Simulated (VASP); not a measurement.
# TiC (Fm-3m) in VASP: further runs

Aim: see how the results for TiC move with the level of theory and the settings. Levels: PBEsol+U, PBE. Tasks: single point.

Everything below comes from runs of VASP 6.6.1. Logs are shortened: lines on timing, memory, paths and dates and some standing lists are left out, and cuts for length are marked.

## (1) The cell of the first run

The structure is cubic, space group Fm-3m (No. 225). The conventional cell has a = 4.331 Å, b = 4.331 Å, c = 4.331 Å, α = 90.00°, β = 90.00°, γ = 90.00°. Within 2.9 Å of Ti (site symmetry m-3m) lie 6 C at 2.17 Å. Within 2.9 Å of C (site symmetry m-3m) lie 6 Ti at 2.17 Å.

## (2) Single point, PBEsol+U

Input file INCAR:

```
PREC     = Accurate       # precision mode
ENCUT    = 520            # plane-wave cutoff, eV
EDIFF    = 1E-7           # SCF threshold, eV
ISMEAR   = -1             # smearing method
SIGMA    = 0.05           # smearing width, eV
LREAL    = False          # projectors in reciprocal space
LASPH    = True           # aspherical terms in the spheres
NELM     = 150            # most SCF steps
ALGO     = Normal         # electronic algorithm
ISIF     = 2              # what is computed and relaxed
LWAVE    = False          # write WAVECAR
LCHARG   = False          # write CHGCAR
LMAXMIX  = 4              # l up to which the mixer works
LDAU     = True           # DFT+U
LDAUTYPE = 2            
LDAUL    = 2 -1           # shell
LDAUU    = 4 0            # U, eV
LDAUJ    = 0 0          
LDAUPRINT= 1            
GGA      = PS             # functional
NBANDS   = 15             # bands
```

Input file KPOINTS:

```
Automatic mesh
0
Gamma
  11 11 11
```

Input file POSCAR:

```
TiC
1.0
    0.0000000000      2.1657188437      2.1657188437
    2.1657188437      0.0000000000      2.1657188437
    2.1657188437      2.1657188437      0.0000000000
Ti C
1 1
Direct
    0.0000000000      0.0000000000      0.0000000000
    0.5000000000      0.5000000000      0.5000000000
```

Potentials or basis: VASP PAW PBE potentials, release 64 (Ti_sv, C).

Launch:

```console
$ cat potpaw_PBE.64/Ti_sv/POTCAR potpaw_PBE.64/C/POTCAR > POTCAR
$ mpirun -np 1 vasp_std > vasp.out
```

OUTCAR:

```text
PREC = Accurate
   ENCUT = 520
   EDIFF = 1E-7
   ISMEAR = -1
   LREAL = False
   LASPH = True
   NELM = 150
   ISIF = 2
   GGA = PS

 ion  position               nearest neighbor table
   1  0.000  0.000  0.000-   2 2.17   2 2.17   2 2.17   2 2.17   2 2.17   2 2.17
   2  0.500  0.500  0.500-   1 2.17   1 2.17   1 2.17   1 2.17   1 2.17   1 2.17

  LATTYP: Found a face centered cubic cell.
 ALAT       =     4.3314376874

  Lattice vectors:

 A1 = (   0.0000000000,   2.1657188437,   2.1657188437)
 A2 = (   2.1657188437,   0.0000000000,   2.1657188437)
 A3 = (   2.1657188437,   2.1657188437,   0.0000000000)

Analysis of symmetry for initial positions (statically):
=====================================================================
 Subroutine PRICEL returns:
 Original cell was already a primitive cell.

 Routine SETGRP: Setting up the symmetry group for a
 face centered cubic supercell.

 Subroutine GETGRP returns: Found 48 space group operations
[... 9 lines left out ...]

 Routine SETGRP: Setting up the symmetry group for a
 face centered cubic supercell.

 Subroutine GETGRP returns: Found 48 space group operations
[... 11 lines left out ...]
                                     Primitive cell

  volume of cell :      20.3159

  direct lattice vectors                    reciprocal lattice vectors
     0.000000000  2.165718844  2.165718844    -0.230870227  0.230870227  0.230870227
     2.165718844  0.000000000  2.165718844     0.230870227 -0.230870227  0.230870227
     2.165718844  2.165718844  0.000000000     0.230870227  0.230870227 -0.230870227

  length of vectors
     3.062788961  3.062788961  3.062788961     0.399878962  0.399878962  0.399878962

  position of ions in fractional coordinates (direct lattice)
[... 8 lines left out ...]
----------------------------------------------------------------------------------------

 KPOINTS: Automatic mesh

Automatic generation of k-mesh.
 Grid dimensions read from file:
 generate k-points for:   11   11   11

 Generating k-lattice:

  Cartesian coordinates                     Fractional coordinates (reciprocal lattice)
    -0.020988202  0.020988202  0.020988202     0.090909091  0.000000000  0.000000000
[... 117 lines left out ...]
 -0.0000  0.0000  0.0000  0.1192 -0.0000
  0.0000  0.0000  0.0000 -0.0000  0.2822

 occupancies and eigenvectors

  o =  0.1192  v =  1.0000  0.0000  0.0000  0.0000  0.0000  0.0000  0.0000  0.0000  0.0000  0.0000      0.0000  0.0000  0.0000  0.0000  0.0000  0.0000  0.0000  0.0000  0.0000  0.0000
  o =  0.1192  v =  0.0000  0.0000  0.0000  0.0000  0.0000  1.0000  0.0000  0.0000  0.0000  0.0000      0.0000  0.0000  0.0000  0.0000  0.0000  0.0000  0.0000  0.0000  0.0000  0.0000
  o =  0.1192  v =  0.0000  0.9888 -0.0000 -0.1494  0.0000  0.0000  0.0000  0.0000  0.0000  0.0000      0.0000  0.0000  0.0000  0.0000  0.0000  0.0000  0.0000  0.0000  0.0000  0.0000
  o =  0.1192  v =  0.0000  0.0000  0.0000  0.0000  0.0000  0.0000  0.9888 -0.0000 -0.1494  0.0000      0.0000  0.0000  0.0000  0.0000  0.0000  0.0000  0.0000  0.0000  0.0000  0.0000
  o =  0.1192  v =  0.0000  0.1494  0.0000  0.9888  0.0000  0.0000  0.0000  0.0000  0.0000  0.0000      0.0000  0.0000  0.0000  0.0000  0.0000  0.0000  0.0000  0.0000  0.0000  0.0000
  o =  0.1192  v =  0.0000  0.0000  0.0000  0.0000  0.0000  0.0000  0.1494  0.0000  0.9888  0.0000      0.0000  0.0000  0.0000  0.0000  0.0000  0.0000  0.0000  0.0000  0.0000  0.0000
  o =  0.2822  v =  0.0000  0.0000  0.9343 -0.0000 -0.3566  0.0000  0.0000  0.0000  0.0000  0.0000      0.0000  0.0000  0.0000  0.0000  0.0000  0.0000  0.0000  0.0000  0.0000  0.0000
  o =  0.2822  v =  0.0000  0.0000  0.0000  0.0000  0.0000  0.0000  0.0000  0.9343 -0.0000 -0.3566      0.0000  0.0000  0.0000  0.0000  0.0000  0.0000  0.0000  0.0000  0.0000  0.0000
  o =  0.2822  v =  0.0000  0.0000  0.3566 -0.0000  0.9343  0.0000  0.0000  0.0000  0.0000  0.0000      0.0000  0.0000  0.0000  0.0000  0.0000  0.0000  0.0000  0.0000  0.0000  0.0000
  o =  0.2822  v =  0.0000  0.0000  0.0000  0.0000  0.0000  0.0000  0.0000  0.3566 -0.0000  0.9343      0.0000  0.0000  0.0000  0.0000  0.0000  0.0000  0.0000  0.0000  0.0000  0.0000

 number of electron      16.0000000 magnetization

 Free energy of the ion-electron system (eV)
  ---------------------------------------------------
  ext. energy  EPLUGINS =         0.00000000
  ---------------------------------------------------
  free energy    TOTEN  =       -16.80199588 eV

  energy without entropy =      -16.79912546  energy(sigma->0) =      -16.80056067

 E-fermi :   9.8775     XC(G=0): -12.8685

 val. band max:        9.7830745240   @ k =   0.0909   0.0000   0.0000
 cond. band min:       9.9162869255   @ k =   0.0909   0.0000   0.0000
 fundamental gap:      0.1332124015
 Fermi energy:         9.8775240400

 k-point     1 :       0.0000    0.0000    0.0000
  band No.  band energies     occupation
      1     -47.6247      2.00000
      2     -23.7196      2.00000
      3     -23.7196      2.00000
      4     -23.7196      2.00000
      5      -2.9007      2.00000
      6      10.8407      0.00000
      7      10.8407      0.00000
      8      10.8407      0.00000
      9      11.3151      0.00000
     10      11.3151      0.00000
     11      11.3151      0.00000
     12      11.4011      0.00000
     13      11.4011      0.00000
     14      19.9493      0.00000
[... 401 lines left out ...]
      2     -23.9836      2.00000
      3     -23.8242      2.00000
      4     -23.7397      2.00000
      5      -1.1440      2.00000
      6       6.4289      2.00000
      7       7.5291      2.00000
      8       7.8527      2.00000
      9      11.7248      0.00000
     10      12.6272      0.00000
     11      13.4909      0.00000
     12      14.1893      0.00000
     13      16.9351      0.00000
     14      21.1873      0.00000
     15      23.0260      0.00000

 [... further k-points ...]
[... 5 lines left out ...]
  --------------------------------------------------------------------------------------
  -------------------------------------------------------------------------------------
  Total        0.6506938      0.6506938      0.6506938      0.0000000      0.0000000     -0.0000000
  in kB       51.3157932     51.3157932     51.3157932      0.0000000      0.0000000     -0.0000000
  external PRESSURE =      51.3157932 kB  Pullay stress =       0.0000000 kB

 VOLUME and BASIS-vectors are now :
 -----------------------------------------------------------------------------
  energy-cutoff  :      520.00
  volume of cell :       20.32
      direct lattice vectors                 reciprocal lattice vectors
     0.000000000  2.165718844  2.165718844    -0.230870227  0.230870227  0.230870227
     2.165718844  0.000000000  2.165718844     0.230870227 -0.230870227  0.230870227
     2.165718844  2.165718844  0.000000000     0.230870227  0.230870227 -0.230870227

 POSITION                                       TOTAL-FORCE (eV/Angst)
 -----------------------------------------------------------------------------------
      0.00000      0.00000      0.00000         0.000000      0.000000      0.000000
      2.16572      2.16572      2.16572         0.000000      0.000000      0.000000
 -----------------------------------------------------------------------------------
    total drift:                                0.000000     -0.000000     -0.000000

  FREE ENERGIE OF THE ION-ELECTRON SYSTEM (eV)
  ---------------------------------------------------
  free  energy   TOTEN  =       -16.8019958795 eV

  energy  without entropy=      -16.7991254606  energy(sigma->0) =      -16.80056067
```

OSZICAR:

```text
N       E                     dE             d eps       ncg     rms          rms(c)
DAV:   1     0.119646751326E+03    0.11965E+03   -0.80812E+03  1687   0.127E+03
DAV:   2    -0.155080360269E+02   -0.13515E+03   -0.12660E+03  1827   0.341E+02
DAV:   3    -0.229142587258E+02   -0.74062E+01   -0.72717E+01  2093   0.791E+01
DAV:   4    -0.232336700447E+02   -0.31941E+00   -0.31913E+00  2188   0.147E+01
DAV:   5    -0.232410375682E+02   -0.73675E-02   -0.73665E-02  2105   0.194E+00    0.187E+01
DAV:   6    -0.170565974390E+02    0.61844E+01   -0.12709E+01  2356   0.584E+01    0.581E+00
DAV:   7    -0.168133355043E+02    0.24326E+00   -0.18022E+00  1948   0.166E+01    0.443E+00
DAV:   8    -0.167884266071E+02    0.24909E-01   -0.14477E-01  2020   0.496E+00    0.182E+00
DAV:   9    -0.168198892622E+02   -0.31463E-01   -0.10204E-01  2219   0.335E+00    0.167E+00
DAV:  10    -0.168058467066E+02    0.14043E-01   -0.17122E-02  1977   0.204E+00    0.776E-01
DAV:  11    -0.168021149284E+02    0.37318E-02   -0.62364E-03  2023   0.110E+00    0.140E-01
DAV:  12    -0.168019899364E+02    0.12499E-03   -0.35882E-04  1960   0.196E-01    0.382E-02
DAV:  13    -0.168019963868E+02   -0.64503E-05   -0.35787E-05  2108   0.648E-02    0.821E-03
DAV:  14    -0.168019960111E+02    0.37563E-06   -0.26783E-06  1955   0.196E-02    0.486E-03
DAV:  15    -0.168019958569E+02    0.15419E-06   -0.37433E-07  1996   0.857E-03    0.550E-04
DAV:  16    -0.168019958795E+02   -0.22574E-07   -0.11984E-08  1085   0.137E-03
   1 F= -.16801996E+02 E0= -.16800561E+02  d E =-.287042E-02
```

stdout:

```text
POSCAR found type information on POSCAR TiC
 POSCAR found :  2 types and       2 ions
 scaLAPACK will be used
 -----------------------------------------------------------------------------
|                                                                             |
|                                                                             |
|     You enforced a specific xc type in the INCAR file but a different       |
|     I HOPE YOU KNOW WHAT YOU ARE DOING!                                     |
|                                                                             |
 -----------------------------------------------------------------------------

 LDA part: xc-table for (Slater+PW92), standard interpolation
 POSCAR, INCAR and KPOINTS ok, starting setup
 FFT: planning ... GRIDC
 FFT: planning ... GRID_SOFT
 FFT: planning ... GRID
 WAVECAR not read
 entering main loop
```

Wall time 9.1 s (1 thread of Intel Xeon 6975P-C (Granite Rapids), shared host); peak memory 0.14 GiB.

Results:

| Quantity | Value |
| --- | --- |
| Free energy | -16.8020 eV |
| Pressure | 5.1 GPa |
| Band gap on the k mesh | zero (band 8 reaches 10.84 eV, above the bottom of band 9 at 9.33 eV) |

Levels at points of the mesh, in eV from the Fermi level:
```
           k point  band 5  band 6  band 7  band 8  band 9  band 10  band 11  band 12
(0.00, 0.00, 0.00)  -12.78    0.96    0.96    0.96    1.44     1.44     1.44     1.52
```

Eigenvalues of the final occupation matrices:
```tsv
site	spin	trace	eigenvalues
site 1 d	1	0.92	0.12 0.12 0.12 0.28 0.28
site 1 d	2	0.92	0.12 0.12 0.12 0.28 0.28
```

Caveat: the PAW data sets were made with another functional, which shifts forces and pressure a little; U without spin polarisation on a metal has little footing; the U is typed as a test and isn't derived for this compound.

## (3) Single point, PBEsol+U

Input file INCAR:

```
ALGO = Normal ; EDIFF = 1E-7
ENCUT = 520 ; GGA = PS
ISIF = 2 ; ISMEAR = -1
LASPH = T ; LCHARG = F
LDAU = T ; LDAUJ = 0 0
LDAUL = 2 -1 ; LDAUPRINT = 1
LDAUTYPE = 2 ; LDAUU = 5 0
LMAXMIX = 4 ; LREAL = F
LWAVE = F ; NBANDS = 15
NELM = 150 ; PREC = Accurate
SIGMA = 0.05
```

Input file KPOINTS:

```
k-points
0
Gamma
  11 11 11
```

POSCAR is that of step 2.

Potentials or basis: VASP PAW PBE potentials, release 64 (Ti_sv, C).

Launch:

```console
$ cat potpaw_PBE.64/Ti_sv/POTCAR potpaw_PBE.64/C/POTCAR > POTCAR
$ mpirun -np 1 vasp_std > vasp.out
```

It took 7.6 s on 1 thread of Intel Xeon 6975P-C (Granite Rapids), shared host; peak memory 0.14 GiB.

It converged, with:

```
Free energy            : -16.0891 eV
Pressure               : 8.1 GPa
Band gap on the k mesh : zero (band 8 reaches 11.08 eV, above the bottom of band 9 at 9.44 eV)
```

Levels at points of the mesh, in eV from the Fermi level:
```
           k point  band 5  band 6  band 7  band 8  band 9  band 10  band 11  band 12
(0.00, 0.00, 0.00)  -12.86    1.08    1.08    1.08    1.39     1.39     1.39     1.49
```

Eigenvalues of the final occupation matrices:
| site | spin | trace | eigenvalues |
| --- | --- | --- | --- |
| site 1 d | 1 | 0.90 | 0.11 0.11 0.11 0.28 0.28 |
| site 1 d | 2 | 0.90 | 0.11 0.11 0.11 0.28 0.28 |

Caveat: the PAW data sets were made with another functional, which shifts forces and pressure a little; U without spin polarisation on a metal has little footing; the U is typed as a test and isn't derived for this compound.

## (4) Single point, PBE

This run uses another cell than the first one, of 9.49 Å³/atom, 0.934 times its volume.

Input file INCAR:

```
SYSTEM = TiC
PREC = Accurate
ENCUT = 520
EDIFF = 1E-6
ISMEAR = -1
SIGMA = 0.05
LREAL = .FALSE.
LASPH = .TRUE.
NELM = 100
ALGO = Normal
ISIF = 2
LWAVE = .FALSE.
LCHARG = .FALSE.
GGA = PE
NBANDS = 15
```

Input file KPOINTS:

```
regular mesh
0
G
  11 11 11
  0 0 0
```

Input file POSCAR:

```
TiC
1.0
    0.0000000000      2.1169685614      2.1169685614
    2.1169685614      0.0000000000      2.1169685614
    2.1169685614      2.1169685614      0.0000000000
Ti C
1 1
Direct
    0.0000000000      0.0000000000      0.0000000000
    0.5000000000      0.5000000000      0.5000000000
```

Launch:

```console
$ cat potpaw_PBE.64/Ti_sv/POTCAR potpaw_PBE.64/C/POTCAR > POTCAR
$ mpirun -np 1 vasp_std > vasp.out
```

It took 15 s on 1 thread of AMD EPYC 7R43 (Zen 3), shared host; peak memory 0.11 GiB.

It converged, with:

```
Free energy            : -18.6277 eV
Pressure               : 20.2 GPa
Band gap on the k mesh : zero (band 8 reaches 10.95 eV, above the bottom of band 9 at 9.82 eV)
```

Levels at points of the mesh, in eV from the Fermi level:
```csv
k point,band 5,band 6,band 7,band 8,band 9,band 10,band 11,band 12
"(0.00, 0.00, 0.00)",-12.79,0.64,0.64,0.64,1.69,1.69,1.69,1.79
```

## (5) Overview

```tsv
level	U	cell	gap on the mesh (eV)	pressure (GPa)
PBEsol+U	Ti d U = 4.0 eV	a = 3.063 Å, angles 60.0°, 2 atoms	none	5.1
PBEsol+U	Ti d U = 5.0 eV	a = 3.063 Å, angles 60.0°, 2 atoms	none	8.1
PBE	-	a = 2.994 Å, angles 60.0°, 2 atoms	none	20.2
```

Alike in all rows: task single point; potentials or basis VASP PAW PBE potentials, release 64 (Ti_sv, C); no spin polarisation; k mesh 11 × 11 × 11; cutoff (eV) 520; smearing fermi-dirac 0.05 eV.

Caveats: the PAW data sets were made with another functional, which shifts forces and pressure a little (some runs); U without spin polarisation on a metal has little footing (some runs); the U is typed as a test and isn't derived for this compound (some runs).

Total energies depend on the potentials used, so only differences within one code and one set of settings carry meaning.
